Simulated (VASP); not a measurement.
Here is a VASP 6.6.1 calculation.

Contents of INCAR:

```
ALGO = Normal ; EDIFF = 1E-6
EDIFFG = -0.01 ; ENCUT = 600
GGA = PE ; IBRION = 2
ISIF = 3 ; ISMEAR = 0
LASPH = True ; LCHARG = False
LREAL = False ; LWAVE = False
NELM = 100 ; NSW = 100
PREC = Accurate ; SIGMA = 0.1
```

The input KPOINTS:

```
k-points
0
Gamma
  12 12 6
```

POSCAR

```
La2Zr2O
1.0
    5.1876736520      0.0000000000      0.0000000000
   -2.5938368260      4.4926571692      0.0000000000
    0.0000000000      0.0000000000      6.5200875492
La Zr O
2 2 1
Direct
    0.3333333333      0.6666666667      0.5000000000
    0.6666666667      0.3333333333      0.5000000000
    0.0000000000      0.0000000000      0.8062083894
    0.0000000000      0.0000000000      0.1937916106
    0.0000000000      0.0000000000      0.5000000000
```

Potentials or basis: VASP PAW PBE potentials, release 64 (La, Zr_sv, O).

Launch:

```sh
$ cat potpaw_PBE.64/La/POTCAR potpaw_PBE.64/Zr_sv/POTCAR potpaw_PBE.64/O/POTCAR > POTCAR
$ mpirun -np 1 vasp_std > vasp.out
```

Problem. What does it give for the band gap on the k mesh?

Solution. Zero (band 26 reaches 6.46 eV, above the bottom of band 27 at 5.96 eV).

Step by step:
```csv
step,energy change (eV),largest force (eV/Å),pressure (GPa),volume (Å³)
1,0.0000,0.0151,0.06,151.96
2,-0.0001,0.0371,-0.12,152.19
3,-0.0001,0.0157,-0.04,152.10
4,-0.0002,0.0081,-0.02,151.97
```

Caveat: spin-orbit coupling is left out, which moves the levels of the heavy elements.
